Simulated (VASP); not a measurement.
# AlFe (Pm-3m) in VASP: notebook

AlFe is run at these levels: PBE; tasks: single point, relaxation of cell and atoms.

All numbers are computed with VASP 6.6.1; they aren't measurements. Logs are shortened: lines on timing, memory, paths and dates and some standing lists are left out, and cuts for length are marked.

## Step 1: The cell of the first run

Symmetry: Pm-3m, No. 221, cubic system. Conventional cell: a = 2.931 Å, b = 2.931 Å, c = 2.931 Å, α = 90.00°, β = 90.00°, γ = 90.00°. Al (site symmetry m-3m) has 8 Fe at 2.54 Å and 6 Al at 2.93 Å within 3.3 Å. Fe (site symmetry m-3m) has 8 Al at 2.54 Å and 6 Fe at 2.93 Å within 3.3 Å.

## Step 2: Single point, PBE, collinear spin, ferromagnetic start (volume scaled by 1.06)

File INCAR:

```
SYSTEM = AlFe
  ALGO = Normal
  EDIFF = 1E-6
  ENCUT = 520
  GGA = PE
  ISIF = 2
  ISMEAR = 0
  ISPIN = 2
  LASPH = .TRUE.
  LCHARG = .FALSE.
  LMAXMIX = 4
  LORBIT = 11
  LREAL = .FALSE.
  LWAVE = .FALSE.
  MAGMOM = 0 0.77
  NBANDS = 16
  NELM = 150
  PREC = Accurate
  SIGMA = 0.1
```

File KPOINTS:

```
k-points
0
G
  14 14 14
  0 0 0
```

File POSCAR:

```
AlFe
1.0
    2.9307046042      0.0000000000      0.0000000000
    0.0000000000      2.9307046042      0.0000000000
    0.0000000000      0.0000000000      2.9307046042
Al Fe
1 1
Direct
    0.0000000000      0.0000000000      0.0000000000
    0.5000000000      0.5000000000      0.5000000000
```

Potentials or basis: VASP PAW PBE potentials, release 64 (Al, Fe).

Started as:

```bash
$ cat potpaw_PBE.64/Al/POTCAR potpaw_PBE.64/Fe/POTCAR > POTCAR
$ mpirun -np 1 vasp_std > vasp.out
```

OUTCAR:

```text
SYSTEM = AlFe
   EDIFF = 1E-6
   ENCUT = 520
   GGA = PE
   ISIF = 2
   ISMEAR = 0
   ISPIN = 2
   LASPH = .TRUE.
   LORBIT = 11
   LREAL = .FALSE.
   NELM = 150
   PREC = Accurate

 ion  position               nearest neighbor table
   1  0.000  0.000  0.000-   2 2.54   2 2.54   2 2.54   2 2.54   2 2.54   2 2.54   2 2.54   2 2.54

   2  0.500  0.500  0.500-   1 2.54   1 2.54   1 2.54   1 2.54   1 2.54   1 2.54   1 2.54   1 2.54

  LATTYP: Found a simple cubic cell.
 ALAT       =     2.9307046042

  Lattice vectors:

 A1 = (   2.9307046042,   0.0000000000,   0.0000000000)
 A2 = (   0.0000000000,   2.9307046042,   0.0000000000)
 A3 = (   0.0000000000,   0.0000000000,   2.9307046042)

Analysis of symmetry for initial positions (statically):
=====================================================================
 Subroutine PRICEL returns:
 Original cell was already a primitive cell.

 Routine SETGRP: Setting up the symmetry group for a
 simple cubic supercell.

 Subroutine GETGRP returns: Found 48 space group operations
 (whereof 48 operations were pure point group operations)
 out of a pool of 48 trial point group operations.

The static configuration has the point symmetry O_h .

Analysis of symmetry for dynamics (positions and initial velocities):
=====================================================================
 Subroutine PRICEL returns:
 Original cell was already a primitive cell.

 Routine SETGRP: Setting up the symmetry group for a
 simple cubic supercell.

 Subroutine GETGRP returns: Found 48 space group operations
 (whereof 48 operations were pure point group operations)
 out of a pool of 48 trial point group operations.

The dynamic configuration has the point symmetry O_h .

Analysis of structural, dynamic, and magnetic symmetry:
=====================================================================
 Subroutine PRICEL returns:
 Original cell was already a primitive cell.

 Routine SETGRP: Setting up the symmetry group for a
 simple cubic supercell.

 Subroutine GETGRP returns: Found 48 space group operations
 (whereof 48 operations were pure point group operations)
 out of a pool of 48 trial point group operations.

The overall configuration has the point symmetry O_h .

 Subroutine INISYM returns: Found 48 space group operations
 (whereof 48 operations are pure point group operations),
 and found     1 'primitive' translations

----------------------------------------------------------------------------------------

[... 111 lines left out ...]
     AMIX     =   0.40;   BMIX     =  1.00
     AMIX_MAG =   1.60;   BMIX_MAG =  1.00
  volume/ion in A,a.u.               =      12.59        84.93
  Fermi-wavevector in a.u.,A,eV,Ry     =   1.242321  2.347645 20.998693  1.543360
  Thomas-Fermi vector in A             =   2.376680
   LORBIT       =     11    0 simple, 1 ext, 2 COOP (PROOUT), +10 PAW based schemes
   GGA     = PE    functional components
   LHFCALC =     F    Hartree Fock is set to
   AEXX    =    0.0000 exact exchange contribution
   IVDW    =     0    specifies the selected vdW correction
   LEPSILON=     F    determine dielectric tensor
   LRPA    =     F    only Hartree local field effects (RPA)
 spin polarized calculation
 Gauss-broadening in eV      SIGMA  =   0.10
  energy-cutoff  :      520.00
  volume of cell :       25.17
 maximum number of plane-waves:       695
 NGX is ok and might be reduce to    24
   NGX = 11   NGY = 11   NGZ = 11

 number of electron      11.0000000 magnetization       0.7134039

 Free energy of the ion-electron system (eV)
  ---------------------------------------------------
  ext. energy  EPLUGINS =         0.00000000
  ---------------------------------------------------
  free energy    TOTEN  =       -12.61048345 eV

  energy without entropy =      -12.59762878  energy(sigma->0) =      -12.60405612

 E-fermi :   7.4599     XC(G=0): -11.8723

 val. band max:        7.4567661457   @ k =   0.2143   0.1429   0.0000
 cond. band min:       7.4630145791   @ k =   0.4286   0.3571   0.3571
 fundamental gap:      0.0062484334
 Fermi energy:         7.4599293693

 spin component 1

 k-point     1 :       0.0000    0.0000    0.0000
  band No.  band energies     occupation
      1      -2.6516      1.00000
      2       5.0986      1.00000
      3       5.0986      1.00000
      4       7.0140      1.00000
      5       7.0140      1.00000
      6       7.0140      1.00000
[... 435 lines left out ...]
      5       6.3623      1.00000
      6       6.7794      1.00000
[... 8 lines left out ...]
     15      25.3937      0.00000
     16      28.0554      0.00000

 [... further k-points ...]

 spin component 2

 k-point     1 :       0.0000    0.0000    0.0000
  band No.  band energies     occupation
      1      -2.6563      1.00000
      2       5.4882      1.00000
      3       5.4882      1.00000
      4       7.8716      0.00000
      5       7.8716      0.00000
      6       7.8716      0.00000
[... 435 lines left out ...]
      5       7.1342      1.00000
      6       7.6070      0.01876
[... 8 lines left out ...]
     15      25.4229      0.00000
     16      28.0348      0.00000

 [... further k-points ...]
[... 5 lines left out ...]
  --------------------------------------------------------------------------------------
  -------------------------------------------------------------------------------------
  Total       -1.4125636     -1.4125636     -1.4125636     -0.0000000     -0.0000000      0.0000000
  in kB      -89.9088550    -89.9088550    -89.9088550     -0.0000000     -0.0000000      0.0000000
  external PRESSURE =     -89.9088550 kB  Pullay stress =       0.0000000 kB

 VOLUME and BASIS-vectors are now :
 -----------------------------------------------------------------------------
  energy-cutoff  :      520.00
  volume of cell :       25.17
      direct lattice vectors                 reciprocal lattice vectors
     2.930704604  0.000000000  0.000000000     0.341214873  0.000000000  0.000000000
     0.000000000  2.930704604  0.000000000     0.000000000  0.341214873  0.000000000
     0.000000000  0.000000000  2.930704604     0.000000000  0.000000000  0.341214873

 POSITION                                       TOTAL-FORCE (eV/Angst)
 -----------------------------------------------------------------------------------
      0.00000      0.00000      0.00000         0.000000      0.000000      0.000000
      1.46535      1.46535      1.46535         0.000000      0.000000      0.000000
 -----------------------------------------------------------------------------------
    total drift:                                0.000000     -0.000000     -0.000000

  FREE ENERGIE OF THE ION-ELECTRON SYSTEM (eV)
  ---------------------------------------------------
  free  energy   TOTEN  =       -12.6104834547 eV

  energy  without entropy=      -12.5976287844  energy(sigma->0) =      -12.60405612

 total charge

# of ion       s       p       d       tot
------------------------------------------
    1        0.393   0.411   0.000   0.804
    2        0.409   0.458   6.435   7.302
--------------------------------------------------
tot          0.802   0.869   6.435   8.107

 magnetization (x)

# of ion       s       p       d       tot
------------------------------------------
    1       -0.009  -0.017   0.000  -0.026
    2       -0.000   0.006   0.758   0.764
--------------------------------------------------
tot         -0.009  -0.011   0.758   0.738
```

OSZICAR:

```text
N       E                     dE             d eps       ncg     rms          rms(c)
DAV:   1     0.294975331102E+02    0.29498E+02   -0.42000E+03  7792   0.644E+02
DAV:   2    -0.130521881297E+02   -0.42550E+02   -0.37861E+02  8936   0.137E+02
DAV:   3    -0.144909969472E+02   -0.14388E+01   -0.14219E+01  9536   0.268E+01
DAV:   4    -0.145114520695E+02   -0.20455E-01   -0.20450E-01  9536   0.288E+00
DAV:   5    -0.145121396315E+02   -0.68756E-03   -0.68755E-03  9904   0.580E-01    0.133E+01
DAV:   6    -0.169801941184E+02   -0.24681E+01   -0.53305E+01  8816   0.768E+01    0.201E+01
DAV:   7    -0.126413759455E+02    0.43388E+01   -0.33711E+01  9096   0.495E+01    0.282E+00
DAV:   8    -0.126254164405E+02    0.15960E-01   -0.13378E-01  9584   0.267E+00    0.162E+00
DAV:   9    -0.126116694856E+02    0.13747E-01   -0.49366E-02  9832   0.195E+00    0.690E-01
DAV:  10    -0.126105433120E+02    0.11262E-02   -0.15906E-03 10072   0.261E-01    0.219E-01
DAV:  11    -0.126104841589E+02    0.59153E-04   -0.38581E-04 10104   0.186E-01    0.890E-02
DAV:  12    -0.126104864929E+02   -0.23339E-05   -0.14568E-04 10192   0.909E-02    0.518E-02
DAV:  13    -0.126104833589E+02    0.31340E-05   -0.10122E-05 10744   0.226E-02    0.137E-02
DAV:  14    -0.126104834547E+02   -0.95837E-07   -0.68008E-07  5200   0.660E-03
   1 F= -.12610483E+02 E0= -.12604056E+02  d E =-.128547E-01  mag=     0.7139
```

Run time: 95 s. Hardware: 1 thread of AMD EPYC 7R43 (Zen 3), shared host; peak memory 0.16 GiB.

What came out:

```yaml
Free_energy: -12.6105 eV
Pressure: -9.0 GPa
Net_moment: 0.71 μB per cell
Site_moments: Al -0.03; Fe +0.76 μB
Valence_electrons_inside_the_program's_atomic_spheres: Al 0.80; Fe 7.30
```

Levels at points of the mesh, in eV from the Fermi level:
Spin up:
```csv
k point,band 3,band 4,band 5,band 6,band 7,band 8,band 9,band 10
"(0.00, 0.00, 0.00)",-2.36,-0.45,-0.45,-0.45,5.99,5.99,5.99,8.99
"(0.50, 0.00, 0.00)",-1.80,-1.31,-1.31,-0.34,0.73,8.58,10.64,10.64
"(0.50, 0.50, 0.00)",-2.08,-2.08,-1.09,-1.09,0.33,2.95,3.58,12.13
"(0.50, 0.50, 0.50)",-3.45,0.36,0.36,2.87,2.87,2.87,3.70,5.50
```
Spin down:
| k point | band 3 | band 4 | band 5 | band 6 | band 7 | band 8 |
| --- | --- | --- | --- | --- | --- | --- |
| (0.00, 0.00, 0.00) | -1.97 | 0.41 | 0.41 | 0.41 | 6.01 | 6.01 |
| (0.50, 0.00, 0.00) | -1.34 | -0.57 | -0.57 | 0.53 | 1.26 | 8.45 |
| (0.50, 0.50, 0.00) | -2.10 | -2.10 | -0.31 | -0.31 | 0.90 | 3.30 |
| (0.50, 0.50, 0.50) | -3.03 | 0.94 | 0.94 | 2.93 | 2.93 | 2.93 |

Caveat: the cell differs from its parent crystal (volume scaled by 1.06).

## Step 3: Relaxation of cell and atoms, PBE, collinear spin, ferromagnetic start

This run uses another cell than the first one, of 12.32 Å³/atom, 0.979 times its volume.

File INCAR:

```
SYSTEM = AlFe
ALGO = Normal ; EDIFF = 1E-6
EDIFFG = -0.005 ; ENCUT = 600
GGA = PE ; IBRION = 2
ISIF = 3 ; ISMEAR = 0
ISPIN = 2 ; LASPH = .TRUE.
LCHARG = .FALSE. ; LMAXMIX = 4
LORBIT = 11 ; LREAL = .FALSE.
LWAVE = .FALSE. ; MAGMOM = 0 0.85
NELM = 150 ; NSW = 100
PREC = Accurate ; SIGMA = 0.1
```

KPOINTS is that of step 2.

File POSCAR:

```
AlFe
1.0
    2.9100000000      0.0000000000      0.0000000000
    0.0000000000      2.9100000000      0.0000000000
    0.0000000000      0.0000000000      2.9100000000
Al Fe
1 1
Direct
    0.0000000000      0.0000000000      0.0000000000
    0.5000000000      0.5000000000      0.5000000000
```

Potentials or basis: VASP PAW PBE potentials, release 64 (Al, Fe).

Started as:

```bash
$ cat potpaw_PBE.64/Al/POTCAR potpaw_PBE.64/Fe/POTCAR > POTCAR
$ mpirun -np 1 vasp_std > vasp.out
```

Wall time 2.2 min (1 thread of AMD EPYC 7R43 (Zen 3), shared host); peak memory 0.16 GiB.

Results (log left out):

```
Free energy                                           : -12.6532 eV
Relaxed volume                                        : 11.87 Å³/atom
Relaxed cell                                          : a = 2.874 Å, b = 2.874 Å, c = 2.874 Å, α = 90.00°, β = 90.00°, γ = 90.00°
Space group after relaxing (to 0.05 Å)                : Pm-3m (No. 221)
Energy gained by relaxing                             : 8.9 meV/atom
Ionic steps                                           : 3
Pressure after relaxing                               : 0.0 GPa
Net moment                                            : 0.67 μB per cell
Site moments                                          : Al -0.02; Fe +0.71 μB
Valence electrons inside the program's atomic spheres : Al 0.84; Fe 7.42
```

Step by step:
```csv
step,energy change (eV),largest force (eV/Å),pressure (GPa),volume (Å³)
1,0.0000,0.0000,-6.02,24.64
2,-0.0057,0.0000,5.72,23.03
3,-0.0179,0.0000,0.01,23.73
```

Final structure:
```
CELL_PARAMETERS angstrom
2.87378 0.00000 0.00000
0.00000 2.87378 0.00000
0.00000 0.00000 2.87378
ATOMIC_POSITIONS crystal
Al 0.00000 0.00000 0.00000
Fe 0.50000 0.50000 0.50000
```

Levels at points of the mesh, in eV from the Fermi level:
Spin up:
```csv
k point,band 4,band 5,band 6,band 7,band 8,band 9
"(0.00, 0.00, 0.00)",-0.37,-0.37,-0.37,6.36,6.36,6.36
"(0.50, 0.00, 0.00)",-1.32,-1.32,-0.25,0.91,8.72,11.06
"(0.50, 0.50, 0.00)",-2.12,-1.09,-1.09,0.46,3.25,4.04
"(0.50, 0.50, 0.50)",0.50,0.50,2.97,2.97,2.97,4.28
```
Spin down:
```tsv
k point	band 1	band 2	band 3	band 4	band 5	band 6	band 7	band 8	band 9
(0.00, 0.00, 0.00)	-10.41	-2.16	-2.16	0.43	0.43	0.43	6.39	6.39	6.39
(0.50, 0.00, 0.00)	-6.25	-5.95	-1.47	-0.62	-0.62	0.57	1.38	8.61	11.14
(0.50, 0.50, 0.00)	-4.69	-2.24	-2.12	-2.12	-0.35	-0.35	0.97	3.58	4.57
(0.50, 0.50, 0.50)	-3.22	-3.22	-3.22	1.02	1.02	3.03	3.03	3.03	4.21
```
